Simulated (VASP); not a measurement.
Here is a VASP 6.6.1 calculation.

The input INCAR:

```
SYSTEM = Sn
ALGO = Normal
EDIFF = 1E-6
ENCUT = 520
GGA = PS
ISIF = 2
ISMEAR = -1
LASPH = .True.
LCHARG = .False.
LREAL = .False.
LWAVE = .False.
NBANDS = 13
NELM = 80
PREC = Accurate
SIGMA = 0.1
```

The input KPOINTS:

```
k-points
0
Gamma
  12 12 12
  0 0 0
```

POSCAR

```
Sn
1.0
    3.1454049579      0.0000000000      0.0000000000
    0.0000000000      3.1454049579      0.0000000000
    0.0000000000      0.0000000000      3.1454049579
Sn
1
Direct
    0.0000000000      0.0000000000      0.0000000000
```

Potentials or basis: VASP PAW PBE potentials, release 64 (Sn_d).

Command:

```console
$ cat potpaw_PBE.64/Sn_d/POTCAR > POTCAR
$ mpirun -np 1 vasp_std > vasp.out
```

(1) Estimate the pressure.

(2) What does it give for the band gap on the k mesh?

Results:

(1) -4.5 GPa.

(2) zero (band 7 reaches 11.19 eV, above the bottom of band 8 at 4.21 eV).

Caveat: the PAW data sets were made with another functional, which shifts forces and pressure a little; spin-orbit coupling is left out, which moves the levels of the heavy elements.
